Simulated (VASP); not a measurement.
# Ir in VASP: notebook, part 2 of 2

VASP 6.6.1. Earlier steps stand in the parts before.

## Step 5: Single point, r2SCAN

This run uses another cell than the first one: it holds 2 atoms, not 1.

The input, POSCAR:

```
Ir
1.0
    1.9220887788      1.9220887788      0.0000000000
   -1.9220887788      1.9220887788      0.0000000000
    0.0000000000      0.0000000000      3.8441775577
Ir
2
Direct
    0.0000000000      0.0000000000      0.0000000000
    0.5000000000      0.5000000000      0.5000000000
```

The input, INCAR.step1:

```
  PREC = Accurate
  ENCUT = 520
  ISMEAR = 0
  SIGMA = 0.1
  LREAL = F
  LASPH = T
  NELM = 100
  NBANDS = 16
  GGA = PE
  ALGO = Normal
  EDIFF = 1E-4
  LWAVE = T
  LCHARG = F
```

The input, INCAR.step2:

```
  PREC = Accurate
  ENCUT = 520
  EDIFF = 1E-6
  ISMEAR = 0
  SIGMA = 0.1
  LREAL = F
  LASPH = T
  NELM = 100
  ALGO = Normal
  ISIF = 2
  LWAVE = F
  LCHARG = F
  METAGGA = R2SCAN
  LMIXTAU = T
  NBANDS = 16
  ISTART = 1
```

The input, KPOINTS:

```
Automatic mesh
0
Gamma
  20 20 14
```

Potentials or basis: VASP PAW PBE potentials, release 64 (Ir).

Launch:

```
$ cat potpaw_PBE.64/Ir/POTCAR > POTCAR
$ cp INCAR.step1 INCAR
$ mpirun -np 1 vasp_std > vasp.out
$ cp INCAR.step2 INCAR
$ mpirun -np 1 vasp_std > vasp.out
```

OUTCAR:

```text
PREC = Accurate
   ENCUT = 520
   EDIFF = 1E-6
   ISMEAR = 0
   LREAL = F
   LASPH = T
   NELM = 100
   ISIF = 2
   METAGGA = R2SCAN
   ISTART = 1

 ion  position               nearest neighbor table
   1  0.000  0.000  0.000-   2 2.72   2 2.72   2 2.72   2 2.72   2 2.72   2 2.72   2 2.72   2 2.72

   2  0.500  0.500  0.500-   1 2.72   1 2.72   1 2.72   1 2.72   1 2.72   1 2.72   1 2.72   1 2.72

  LATTYP: Found a simple tetragonal cell.
 ALAT       =     2.7182440191
[... 664 lines left out ...]

------------------------ aborting loop because EDIFF is reached ----------------------------------------

  FORCE on cell =-STRESS in cart. coord.  units (eV):
  Direction    XX          YY          ZZ          XY          YZ          ZX
  --------------------------------------------------------------------------------------
  -------------------------------------------------------------------------------------
  Total        0.4321332      0.4321332      0.4526725      0.0000000     -0.0000000      0.0000000
  in kB       24.3751862     24.3751862     25.5337378      0.0000000     -0.0000000      0.0000000
  external PRESSURE =      24.7613701 kB  Pullay stress =       0.0000000 kB

 VOLUME and BASIS-vectors are now :
 -----------------------------------------------------------------------------
  energy-cutoff  :      520.00
  volume of cell :       28.40
      direct lattice vectors                 reciprocal lattice vectors
     1.922088779  1.922088779  0.000000000     0.260133666  0.260133666  0.000000000
    -1.922088779  1.922088779  0.000000000    -0.260133666  0.260133666  0.000000000
     0.000000000  0.000000000  3.844177558     0.000000000  0.000000000  0.260133666

 POSITION                                       TOTAL-FORCE (eV/Angst)
 -----------------------------------------------------------------------------------
      0.00000      0.00000      0.00000         0.000000      0.000000      0.000000
      0.00000      1.92209      1.92209        -0.000000     -0.000000      0.000000
 -----------------------------------------------------------------------------------
    total drift:                               -0.000000      0.000000      0.000000

  FREE ENERGIE OF THE ION-ELECTRON SYSTEM (eV)
  ---------------------------------------------------
  free  energy   TOTEN  =      -104.7381160586 eV

  energy  without entropy=     -104.7301869661  energy(sigma->0) =     -104.73415151
```

OSZICAR.step1:

```text
N       E                     dE             d eps       ncg     rms          rms(c)
DAV:   1     0.146060353389E+03    0.14606E+03   -0.83026E+03 16960   0.112E+03
DAV:   2    -0.150715550825E+02   -0.16113E+03   -0.14529E+03 16936   0.309E+02
DAV:   3    -0.187627644900E+02   -0.36912E+01   -0.36478E+01 23376   0.564E+01
DAV:   4    -0.188041182461E+02   -0.41354E-01   -0.41342E-01 19160   0.505E+00
DAV:   5    -0.188052675846E+02   -0.11493E-02   -0.11493E-02 23352   0.873E-01    0.213E+01
DAV:   6    -0.178755881739E+02    0.92968E+00   -0.11406E+00 21520   0.138E+01    0.871E+00
DAV:   7    -0.177025703015E+02    0.17302E+00   -0.36823E-01 23248   0.737E+00    0.204E+00
DAV:   8    -0.176971622518E+02    0.54080E-02   -0.47708E-03 19120   0.585E-01    0.144E+00
DAV:   9    -0.176904540501E+02    0.67082E-02   -0.54775E-03 20912   0.918E-01    0.261E-02
DAV:  10    -0.176904579076E+02   -0.38574E-05   -0.25715E-05 14400   0.527E-02
   1 F= -.17690458E+02 E0= -.17686191E+02  d E =-.853311E-02
```

Run time: 4.2 min. Hardware: 1 thread of Intel Xeon 6975P-C (Granite Rapids), shared host; peak memory 0.31 GiB.

Results:

```
Free energy            : -104.7381 eV
Pressure               : 2.5 GPa
Band gap on the k mesh : zero (bands 9 and 10 overlap by 3.46 eV)
```

Levels at points of the mesh, in eV from the Fermi level:
| k point | band 7 | band 8 | band 9 | band 10 | band 11 | band 12 |
| --- | --- | --- | --- | --- | --- | --- |
| (0.00, 0.00, 0.00) | -1.26 | -1.26 | 0.86 | 1.58 | 1.58 | 1.80 |
| (0.50, 0.00, 0.00) | -2.53 | -2.53 | -1.35 | -1.35 | 3.02 | 3.02 |
| (0.50, 0.50, 0.00) | 1.58 | 1.58 | 1.58 | 1.58 | 1.80 | 1.80 |
| (0.00, 0.00, 0.50) | -1.88 | -1.88 | -1.88 | -1.88 | -0.28 | -0.28 |
| (0.50, 0.00, 0.50) | -0.67 | -0.67 | 0.95 | 0.95 | 0.95 | 0.95 |
| (0.50, 0.50, 0.50) | -1.86 | -1.86 | 1.59 | 1.59 | 8.70 | 8.70 |

Caveat: the PAW data sets were made with another functional, which shifts forces and pressure a little; spin-orbit coupling is left out, which moves the levels of the heavy elements.

## Step 6: Single point, r2SCAN (biaxial strain in the a-b plane: +1.0 %, then relaxed in part)

The input, POSCAR:

```
Ir
1.0
    1.9413096666      1.9413096666      0.0000000000
   -1.9413096666      1.9413096666      0.0000000000
    0.0000000000      0.0000000000      3.8151010736
Ir
2
Direct
    0.0000000000      0.0000000000      0.0000000000
    0.5000000000      0.5000000000      0.5000000000
```

The input, INCAR.step1:

```
SYSTEM = Ir
ALGO = Normal ; EDIFF = 1E-4
ENCUT = 520 ; GGA = PE
ISMEAR = 0 ; LASPH = .TRUE.
LCHARG = .FALSE. ; LREAL = .FALSE.
LWAVE = .TRUE. ; NBANDS = 16
NELM = 60 ; PREC = Accurate
SIGMA = 0.1
```

The input, INCAR.step2:

```
SYSTEM = Ir
ALGO = Normal ; EDIFF = 1E-6
ENCUT = 520 ; ISIF = 2
ISMEAR = 0 ; ISTART = 1
LASPH = .TRUE. ; LCHARG = .FALSE.
LMIXTAU = .TRUE. ; LREAL = .FALSE.
LWAVE = .FALSE. ; METAGGA = R2SCAN
NBANDS = 16 ; NELM = 60
PREC = Accurate ; SIGMA = 0.1
```

The input, KPOINTS:

```
k-points
0
G
  20 20 14
  0 0 0
```

Potentials or basis: VASP PAW PBE potentials, release 64 (Ir).

Launch:

```
$ cat potpaw_PBE.64/Ir/POTCAR > POTCAR
$ cp INCAR.step1 INCAR
$ mpirun -np 1 vasp_std > vasp.out
$ cp INCAR.step2 INCAR
$ mpirun -np 1 vasp_std > vasp.out
```

It took 4.2 min on 1 thread of Intel Xeon 6975P-C (Granite Rapids), shared host; peak memory 0.31 GiB.

Results (log left out):

```
Free energy            : -104.7313 eV
Pressure               : -2.1 GPa
Band gap on the k mesh : zero (bands 9 and 10 overlap by 3.56 eV)
```

Stress tensor (GPa, compression positive):
```
-4.32  0.00  0.00
 0.00 -4.32  0.00
 0.00  0.00  2.31
```

Levels at points of the mesh, in eV from the Fermi level:
| k point | band 6 | band 7 | band 8 | band 9 | band 10 | band 11 | band 12 | band 13 |
| --- | --- | --- | --- | --- | --- | --- | --- | --- |
| (0.00, 0.00, 0.00) | -3.73 | -1.39 | -1.09 | 0.82 | 1.56 | 1.56 | 2.06 | 11.20 |
| (0.50, 0.00, 0.00) | -4.59 | -2.52 | -2.52 | -1.38 | -1.38 | 2.83 | 2.83 | 12.44 |
| (0.50, 0.50, 0.00) | 0.83 | 1.42 | 1.42 | 1.65 | 1.65 | 1.68 | 1.68 | 10.70 |
| (0.00, 0.00, 0.50) | -2.95 | -1.91 | -1.91 | -1.91 | -1.91 | -0.37 | -0.37 | 18.79 |
| (0.50, 0.00, 0.50) | -3.91 | -0.64 | -0.64 | 0.86 | 0.86 | 0.99 | 0.99 | 7.52 |
| (0.50, 0.50, 0.50) | -4.93 | -1.77 | -1.77 | 1.43 | 1.43 | 8.36 | 8.36 | 9.44 |

Caveat: the cell differs from its parent crystal (biaxial strain in the a-b plane: +1.0 %, then relaxed in part); the PAW data sets were made with another functional, which shifts forces and pressure a little; spin-orbit coupling is left out, which moves the levels of the heavy elements.

## Step 7: Overview

| task | cell | k mesh | cutoff (eV) | gap on the mesh (eV) | pressure (GPa) |
| --- | --- | --- | --- | --- | --- |
| relaxation of cell and atoms | relaxed to -1 GPa from a = 2.727 Å, angles 60.0°, 1 atom, atomic positions A | 18 × 18 × 18 | 600 | none | -1.0 |
| relaxation of cell and atoms | relaxed to 90 GPa from a = 2.572 Å, angles 60.0°, 1 atom, atomic positions A | 20 × 20 × 20 | 600 | none | 90.0 |
| single point | a = 2.691, b = 2.691, c = 3.875 Å, 2 atoms, atomic positions B | 20 × 20 × 14 | 520 | none | 7.5 |
| single point | a = 2.718, b = 2.718, c = 3.844 Å, 2 atoms, atomic positions B | 20 × 20 × 14 | 520 | none | 2.5 |
| single point | a = 2.745, b = 2.745, c = 3.815 Å, 2 atoms, atomic positions B | 20 × 20 × 14 | 520 | none | -2.1 |

Alike in all rows: level r2SCAN; potentials or basis VASP PAW PBE potentials, release 64 (Ir); no spin polarisation; smearing gaussian 0.1 eV.

Caveats: the PAW data sets were made with another functional, which shifts forces and pressure a little; spin-orbit coupling is left out, which moves the levels of the heavy elements; the cell is relaxed towards a set pressure, so the run minimises the enthalpy, not the energy (at least some runs); the cell stands under pressure (at least some runs).

Absolute energies hang on the potentials; compare differences alone.
